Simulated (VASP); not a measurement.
# AlP (zincblende type) (F-43m) in VASP: further runs

The runs below take AlP (zincblende type) through single point, relaxation of cell and atoms, with r2SCAN.

Everything below comes from runs of VASP 6.6.1. Logs are shortened: lines on timing, memory, paths and dates and some standing lists are left out, and cuts for length are marked.

**1. The cell of the first run**

The structure is cubic, space group F-43m (No. 216). The conventional cell has a = 5.479 Å, b = 5.479 Å, c = 5.479 Å, α = 90.00°, β = 90.00°, γ = 90.00°. Within 3.1 Å of Al (site symmetry -43m) lie 4 P at 2.37 Å. Within 3.1 Å of P (site symmetry -43m) lie 4 Al at 2.37 Å.

**2. Single point, r2SCAN**

The input, POSCAR:

```
AlP
1.0
    0.0000000000      2.7392982284      2.7392982284
    2.7392982284      0.0000000000      2.7392982284
    2.7392982284      2.7392982284      0.0000000000
Al P
1 1
Direct
    0.0000000000      0.0000000000      0.0000000000
    0.2500000000      0.2500000000      0.2500000000
```

The input, INCAR.step1:

```
PREC     = Accurate       # precision mode
ENCUT    = 550            # plane-wave cutoff, eV
ISMEAR   = -1             # smearing method
SIGMA    = 0.08           # smearing width, eV
LREAL    = False          # projectors in reciprocal space
LASPH    = True           # aspherical terms in the spheres
NELM     = 120            # most SCF steps
NBANDS   = 11             # bands
GGA      = PE             # functional
ALGO     = Normal         # electronic algorithm
EDIFF    = 1E-5           # SCF threshold, eV
LWAVE    = True           # write WAVECAR
LCHARG   = False          # write CHGCAR
GGA_COMPAT= False
```

The input, INCAR.step2:

```
PREC     = Accurate       # precision mode
ENCUT    = 550            # plane-wave cutoff, eV
EDIFF    = 1E-6           # SCF threshold, eV
ISMEAR   = -1             # smearing method
SIGMA    = 0.08           # smearing width, eV
LREAL    = False          # projectors in reciprocal space
LASPH    = True           # aspherical terms in the spheres
NELM     = 120            # most SCF steps
ALGO     = Normal         # electronic algorithm
ISIF     = 2              # what is computed and relaxed
LWAVE    = False          # write WAVECAR
LCHARG   = False          # write CHGCAR
METAGGA  = R2SCAN         # meta-GGA
LMIXTAU  = True         
NBANDS   = 11             # bands
ISTART   = 1            
GGA_COMPAT= False
```

The input, KPOINTS:

```
Automatic mesh
0
Gamma
  12 12 12
```

Potentials or basis: VASP PAW PBE potentials, release 64 (Al, P).

On the command line:

```sh
$ cat potpaw_PBE.64/Al/POTCAR potpaw_PBE.64/P/POTCAR > POTCAR
$ cp INCAR.step1 INCAR
$ mpirun -np 1 vasp_std > vasp.out
$ cp INCAR.step2 INCAR
$ mpirun -np 1 vasp_std > vasp.out
```

OUTCAR:

```text
PREC = Accurate
   ENCUT = 550
   EDIFF = 1E-6
   ISMEAR = -1
   LREAL = False
   LASPH = True
   NELM = 120
   ISIF = 2
   METAGGA = R2SCAN
   ISTART = 1

 ion  position               nearest neighbor table
   1  0.000  0.000  0.000-   2 2.37   2 2.37   2 2.37   2 2.37
   2  0.250  0.250  0.250-   1 2.37   1 2.37   1 2.37   1 2.37

  LATTYP: Found a face centered cubic cell.
 ALAT       =     5.4785964568

  Lattice vectors:

 A1 = (   0.0000000000,   2.7392982284,   2.7392982284)
 A2 = (   2.7392982284,   0.0000000000,   2.7392982284)
 A3 = (   2.7392982284,   2.7392982284,   0.0000000000)

Analysis of symmetry for initial positions (statically):
=====================================================================
 Subroutine PRICEL returns:
 Original cell was already a primitive cell.

 Routine SETGRP: Setting up the symmetry group for a
 face centered cubic supercell.

 Subroutine GETGRP returns: Found 24 space group operations
 (whereof 24 operations were pure point group operations)
 out of a pool of 48 trial point group operations.

The static configuration has the point symmetry T_d .

Analysis of symmetry for dynamics (positions and initial velocities):
=====================================================================
 Subroutine PRICEL returns:
 Original cell was already a primitive cell.

 Routine SETGRP: Setting up the symmetry group for a
 face centered cubic supercell.

 Subroutine GETGRP returns: Found 24 space group operations
 (whereof 24 operations were pure point group operations)
 out of a pool of 48 trial point group operations.

The dynamic configuration has the point symmetry T_d .

 Subroutine INISYM returns: Found 24 space group operations
 (whereof 24 operations are pure point group operations),
 and found     1 'primitive' translations

----------------------------------------------------------------------------------------

                                     Primitive cell

  volume of cell :      41.1100

  direct lattice vectors                    reciprocal lattice vectors
     0.000000000  2.739298228  2.739298228    -0.182528501  0.182528501  0.182528501
     2.739298228  0.000000000  2.739298228     0.182528501 -0.182528501  0.182528501
     2.739298228  2.739298228  0.000000000     0.182528501  0.182528501 -0.182528501

  length of vectors
     3.873952706  3.873952706  3.873952706     0.316148638  0.316148638  0.316148638

  position of ions in fractional coordinates (direct lattice)
     0.000000000  0.000000000  0.000000000
     0.250000000  0.250000000  0.250000000

  ion indices of the primitive-cell ions
   primitive index   ion index
                 1           1
                 2           2

----------------------------------------------------------------------------------------

 KPOINTS: Automatic mesh

Automatic generation of k-mesh.
 Grid dimensions read from file:
 generate k-points for:   12   12   12

 Generating k-lattice:

  Cartesian coordinates                     Fractional coordinates (reciprocal lattice)
    -0.015210708  0.015210708  0.015210708     0.083333333  0.000000000  0.000000000
     0.015210708 -0.015210708  0.015210708     0.000000000  0.083333333  0.000000000
     0.015210708  0.015210708 -0.015210708     0.000000000  0.000000000  0.083333333

  Length of vectors
     0.026345720  0.026345720  0.026345720

  Shift w.r.t. Gamma in fractional coordinates (k-lattice)
     0.000000000  0.000000000  0.000000000

 Subroutine IBZKPT returns following result:
 ===========================================

 Found     72 irreducible k-points:

 Following reciprocal coordinates:
            Coordinates               Weight
  0.000000  0.000000  0.000000      1.000000
  0.083333  0.000000  0.000000      8.000000
  0.166667  0.000000  0.000000      8.000000
  0.250000  0.000000  0.000000      8.000000
  0.333333  0.000000  0.000000      8.000000
  0.416667  0.000000  0.000000      8.000000
[... 16 lines left out ...]
  0.500000  0.166667  0.000000     24.000000
 -0.416667  0.166667  0.000000     24.000000
 [... further k-points ...]
   k-points           NKPTS =     72   k-points in BZ     NKDIM =     72   number of bands    NBANDS=     11
   number of dos      NEDOS =    301   number of ions     NIONS =      2
   total plane-waves  NPLWV =  27000
   dimension x,y,z NGX =    30 NGY =   30 NGZ =   30
   dimension x,y,z NGXF=    60 NGYF=   60 NGZF=   60
   ions per type =               1   1
   NGX,Y,Z   is equivalent  to a cutoff of  12.87, 12.87, 12.87 a.u.
   NGXF,Y,Z  is equivalent  to a cutoff of  25.75, 25.75, 25.75 a.u.
 SYSTEM =  unknown system
   PREC   = accura    normal or accurate (medium, high low for compatibility)
   ISTART =      1    job   : 0-new  1-cont  2-samecut
   ICHARG =      0    charge: 1-file 2-atom 10-const
   ISPIN  =      1    spin polarized calculation?
   LNONCOLLINEAR =      F non collinear calculations
   LSORBIT =      F    spin-orbit coupling
   LASPH  =      T    aspherical Exc in radial PAW
   ENCUT  =  550.0 eV  40.42 Ry    6.36 a.u.   7.41  7.41  7.41*2*pi/ulx,y,z
   NELM   =    120;   NELMIN=  2; NELMDL=  0     # of ELM steps
   EDIFF  = 0.1E-05   stopping-criterion for ELM
   LREAL  =      F    real-space projection
   EDIFFG = 0.1E-04   stopping-criterion for IOM
   NSW    =      0    number of steps for IOM
   IBRION =     -1    ionic relax: 0-MD 1-quasi-New 2-CG
   NFREE  =      0    steps in history (QN), initial steepest desc. (CG)
   ISIF   =      2    stress and relaxation
   ISYM   =      2    0-nonsym 1-usesym 2-fastsym
   POTIM  = 0.5000    time-step for ionic-motion
   TEBEG  =    0.0;   TEEND  =   0.0 temperature during run
   PSTRESS=    0.0 pullay stress
   NELECT =       8.0000    total number of electrons
   NUPDOWN=      -1.0000    fix difference up-down
   EMIN   =  10.00;   EMAX   =-10.00  energy-range for DOS
   EFERMI =   0.00;   METHOD = LEGACY
   ISMEAR =    -1;   SIGMA  =   0.08  broadening in eV -4-tet -1-fermi 0-gaus
   EFERMI_NEDOS =   21; number of points for ismear=-14 and -15
   IALGO  =     38    algorithm
   IMIX   =      4    mixing-type and parameters
     AMIX     =   0.40;   BMIX     =  1.00
     AMIX_MAG =   1.60;   BMIX_MAG =  1.00
  volume/ion in A,a.u.               =      20.56       138.71
  Fermi-wavevector in a.u.,A,eV,Ry     =   0.948685  1.792755 12.245295  0.900004
  Thomas-Fermi vector in A             =   2.076897
   LORBIT       =      0    0 simple, 1 ext, 2 COOP (PROOUT), +10 PAW based schemes
   METAGGA = R2SCAN    functional components
   LHFCALC =     F    Hartree Fock is set to
   AEXX    =    0.0000 exact exchange contribution
   IVDW    =     0    specifies the selected vdW correction
   LEPSILON=     F    determine dielectric tensor
   LRPA    =     F    only Hartree local field effects (RPA)
 non-spin polarized calculation
  energy-cutoff  :      550.00
  volume of cell :       41.11
 maximum number of plane-waves:      1243
 NGX is ok and might be reduce to    30
   NGX = 15   NGY = 15   NGZ = 15

 number of electron       7.9999999 magnetization

 Free energy of the ion-electron system (eV)
  ---------------------------------------------------
  ext. energy  EPLUGINS =         0.00000000
  ---------------------------------------------------
  free energy    TOTEN  =       -17.21019431 eV

  energy without entropy =      -17.21019416  energy(sigma->0) =      -17.21019424

 E-fermi :   5.3377     XC(G=0):  -9.5907

 val. band max:        4.3136173468   @ k =   0.0000   0.0000   0.0000
 cond. band min:       6.2426874820   @ k =   0.5000   0.5000   0.0000
 fundamental gap:      1.9290701351
 Fermi energy:         5.3376897909

 k-point     1 :       0.0000    0.0000    0.0000
  band No.  band energies     occupation
      1      -7.6158      2.00000
      2       4.3136      1.99999
      3       4.3136      1.99999
      4       4.3136      1.99999
      5       8.2229      0.00000
      6       9.2749      0.00000
      7       9.2749      0.00000
      8       9.2749      0.00000
      9      13.6127      0.00000
     10      13.6127      0.00000
     11      15.4350      0.00000

 k-point     2 :       0.0833    0.0000    0.0000
  band No.  band energies     occupation
      1      -7.5362      2.00000
      2       3.6980      2.00000
      3       4.2423      2.00000
      4       4.2423      2.00000
      5       8.5279      0.00000
      6       9.4187      0.00000
      7       9.4187      0.00000
      8       9.4569      0.00000
      9      13.3465      0.00000
     10      13.3465      0.00000
     11      15.7952      0.00000

 k-point     3 :       0.1667    0.0000    0.0000
  band No.  band energies     occupation
      1      -7.3032      2.00000
      2       2.4451      2.00000
      3       4.0667      2.00000
      4       4.0667      2.00000
      5       8.4390      0.00000
      6       9.7259      0.00000
      7       9.7259      0.00000
      8      10.5106      0.00000
      9      12.9871      0.00000
     10      12.9871      0.00000
     11      15.9533      0.00000

 k-point     4 :       0.2500    0.0000    0.0000
  band No.  band energies     occupation
      1      -6.9384      2.00000
      2       1.1081      2.00000
      3       3.8609      2.00000
      4       3.8609      2.00000
      5       8.1234      0.00000
      6       9.8839      0.00000
      7       9.8839      0.00000
      8      11.8490      0.00000
      9      13.1399      0.00000
     10      13.1399      0.00000
     11      15.4346      0.00000
[... 239 lines left out ...]
 k-point    22 :       0.4167    0.1667    0.0000
  band No.  band energies     occupation
      1      -6.1091      2.00000
      2      -0.3040      2.00000
      3       2.6041      2.00000
      4       3.0427      2.00000
      5       8.0396      0.00000
      6       9.9657      0.00000
      7      10.9769      0.00000
      8      11.0612      0.00000
      9      15.2294      0.00000
     10      16.1789      0.00000
     11      17.0931      0.00000

 k-point    23 :       0.5000    0.1667    0.0000
  band No.  band energies     occupation
      1      -5.7720      2.00000
      2      -0.9472      2.00000
      3       2.2976      2.00000
      4       3.0854      2.00000
      5       8.0467      0.00000
      6       9.8624      0.00000
      7      10.6948      0.00000
      8      12.2726      0.00000
      9      15.2714      0.00000
     10      16.4668      0.00000
     11      17.8830      0.00000

 k-point    24 :      -0.4167    0.1667    0.0000
  band No.  band energies     occupation
      1      -5.7183      2.00000
      2      -1.0385      2.00000
      3       2.1059      2.00000
      4       3.2354      2.00000
      5       8.2022      0.00000
      6       9.8211      0.00000
      7      10.4934      0.00000
      8      13.2222      0.00000
      9      14.8466      0.00000
     10      15.1445      0.00000
     11      17.2471      0.00000

 [... further k-points ...]
[... 5 lines left out ...]
  --------------------------------------------------------------------------------------
  -------------------------------------------------------------------------------------
  Total       -0.0782789     -0.0782789     -0.0782789      0.0000000      0.0000000      0.0000000
  in kB       -3.0507563     -3.0507563     -3.0507563      0.0000000      0.0000000      0.0000000
  external PRESSURE =      -3.0507563 kB  Pullay stress =       0.0000000 kB

 VOLUME and BASIS-vectors are now :
 -----------------------------------------------------------------------------
  energy-cutoff  :      550.00
  volume of cell :       41.11
      direct lattice vectors                 reciprocal lattice vectors
     0.000000000  2.739298228  2.739298228    -0.182528501  0.182528501  0.182528501
     2.739298228  0.000000000  2.739298228     0.182528501 -0.182528501  0.182528501
     2.739298228  2.739298228  0.000000000     0.182528501  0.182528501 -0.182528501

 POSITION                                       TOTAL-FORCE (eV/Angst)
 -----------------------------------------------------------------------------------
      0.00000      0.00000      0.00000        -0.000000     -0.000000     -0.000000
      1.36965      1.36965      1.36965         0.000000      0.000000      0.000000
 -----------------------------------------------------------------------------------
    total drift:                               -0.000000     -0.000000     -0.000000

  FREE ENERGIE OF THE ION-ELECTRON SYSTEM (eV)
  ---------------------------------------------------
  free  energy   TOTEN  =       -17.2101943090 eV

  energy  without entropy=      -17.2101941612  energy(sigma->0) =      -17.21019424
```

Wall time 70 s (1 thread of Intel Xeon 6975P-C (Granite Rapids), shared host); peak memory 0.18 GiB.

Results:

```yaml
Free_energy: -17.2102 eV
Pressure: -0.3 GPa
Band_gap_on_the_k_mesh: 1.93 eV, indirect (least direct gap 3.91 eV)
```

Caveat: the PAW data sets were made with another functional, which shifts forces and pressure a little.

**3. Relaxation of cell and atoms, r2SCAN**

This run uses another cell than the first one, of 19.66 Å³/atom, 0.956 times its volume.

The input, POSCAR:

```
AlP
1.0
    0.0000000000      2.6987740699      2.6987740699
    2.6987740699      0.0000000000      2.6987740699
    2.6987740699      2.6987740699      0.0000000000
Al P
1 1
Direct
    0.0000000000      0.0000000000      0.0000000000
    0.2500000000      0.2500000000      0.2500000000
```

The input, INCAR.step1:

```
SYSTEM = AlP
PREC = Accurate ; ENCUT = 550
ISMEAR = -1 ; SIGMA = 0.08
LREAL = .FALSE. ; LASPH = .TRUE.
NELM = 120 ; GGA = PE
ALGO = Normal ; EDIFF = 1E-5
LWAVE = .TRUE. ; LCHARG = .FALSE.
GGA_COMPAT = .FALSE. ; IBRION = 2
ISIF = 3 ; EDIFFG = -0.005
NELMIN = 4 ; NSW = 100
```

The input, INCAR.step2:

```
SYSTEM = AlP
PREC = Accurate ; ENCUT = 550
EDIFF = 1E-7 ; ISMEAR = -1
SIGMA = 0.08 ; LREAL = .FALSE.
LASPH = .TRUE. ; NELM = 120
ALGO = Normal ; ISIF = 3
LWAVE = .FALSE. ; LCHARG = .FALSE.
METAGGA = R2SCAN ; LMIXTAU = .TRUE.
IBRION = 2 ; NSW = 60
EDIFFG = -0.005 ; ISTART = 1
GGA_COMPAT = .FALSE. ; NELMIN = 4
```

The input, KPOINTS:

```
Automatic mesh
0
G
  12 12 12
  0 0 0
```

Potentials or basis: VASP PAW PBE potentials, release 64 (Al, P).

On the command line:

```sh
$ cat potpaw_PBE.64/Al/POTCAR potpaw_PBE.64/P/POTCAR > POTCAR
$ cp INCAR.step1 INCAR
$ mpirun -np 1 vasp_std > vasp.out
$ cp INCAR.step2 INCAR
$ mpirun -np 1 vasp_std > vasp.out
```

Run time: 3 min. Hardware: 1 thread of Intel Xeon 6975P-C (Granite Rapids), shared host; peak memory 0.18 GiB.

Results (log left out):

```yaml
Free_energy: -17.2101 eV
Relaxed_volume: 20.48 Å³/atom
Relaxed_cell: a = 3.869 Å, b = 3.869 Å, c = 3.869 Å, α = 60.00°, β = 60.00°, γ = 60.00°
Space_group_after_relaxing_to_0.05_Å: F-43m (No. 216)
Energy_gained_by_relaxing: 10.1 meV/atom
Ionic_steps: 3
Pressure_after_relaxing: 0.0 GPa
Band_gap_on_the_k_mesh: 1.92 eV, indirect (least direct gap 3.94 eV)
```

Step by step:
| step | energy change (eV) | largest force (eV/Å) | pressure (GPa) | volume (Å³) |
| --- | --- | --- | --- | --- |
| 1 | 0.0000 | 0.0000 | 4.09 | 39.31 |
| 2 | -0.0096 | 0.0000 | -2.61 | 42.24 |
| 3 | -0.0203 | 0.0000 | 0.01 | 40.96 |

Final structure:
```
Al P
1.0
     0.00000    2.73606    2.73606
     2.73606    0.00000    2.73606
     2.73606    2.73606    0.00000
Al P
1 1
Cartesian
  0.0000 0.0000 0.0000
  1.3680 1.3680 1.3680
```

Levels at points of the mesh, in eV from the valence-band top:
| k point | band 1 | band 2 | band 3 | band 4 | band 5 | band 6 | band 7 | band 8 |
| --- | --- | --- | --- | --- | --- | --- | --- | --- |
| (0.00, 0.00, 0.00) | -11.95 | 0.00 | 0.00 | 0.00 | 3.94 | 4.97 | 4.97 | 4.97 |
| (0.50, 0.00, 0.00) | -10.22 | -5.64 | -0.79 | -0.79 | 3.30 | 5.22 | 5.22 | 8.93 |
| (0.50, 0.50, 0.00) | -9.54 | -5.41 | -2.17 | -2.17 | 1.92 | 2.85 | 11.93 | 11.93 |

Caveat: the PAW data sets were made with another functional, which shifts forces and pressure a little.
